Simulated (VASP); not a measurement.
Crystal: RbBr.

```
Rb Br
1.0
     4.77109    0.00000    0.00000
    -2.38554    4.13188    0.00000
     0.00000    0.00000    8.41015
Rb Br
2 2
Direct
  0.00000 0.00000 0.00000
  0.00000 0.00000 0.50000
  0.33333 0.66667 0.25000
  0.66667 0.33333 0.75000
```

Base run:

```yaml
Program: VASP 6.6.1
Functional: PBE
Potentials_or_basis: VASP PAW PBE potentials, release 64 (Rb_sv, Br)
Cutoff: 520 eV
k_mesh: 6 × 6 × 2
Occupations: gaussian, width 0.01 eV
Spin: no spin polarisation
```

Its results: band gap on the k mesh 4.23 eV, direct; pressure 0.6 GPa.

Task: After a change of settings the same cell gave: band gap on the k mesh 4.84 eV, direct; pressure 0.0 GPa. Which change was it?
A. functional from PBE to LDA; potentials or basis from VASP PAW PBE potentials, release 64 (Rb_sv, Br) to VASP PAW LDA potentials, release 64 (Rb_sv, Br)
B. functional from PBE to r2SCAN
C. functional from PBE to PBEsol; k mesh from 6 × 6 × 2 to 6 × 6 × 4

Result: B.

r2SCAN gives the wider gap, since meta-GGAs in the generalised Kohn-Sham scheme recover part of the derivative discontinuity.

Caveats: the PAW data sets were made with another functional, which shifts forces and pressure a little (some runs).
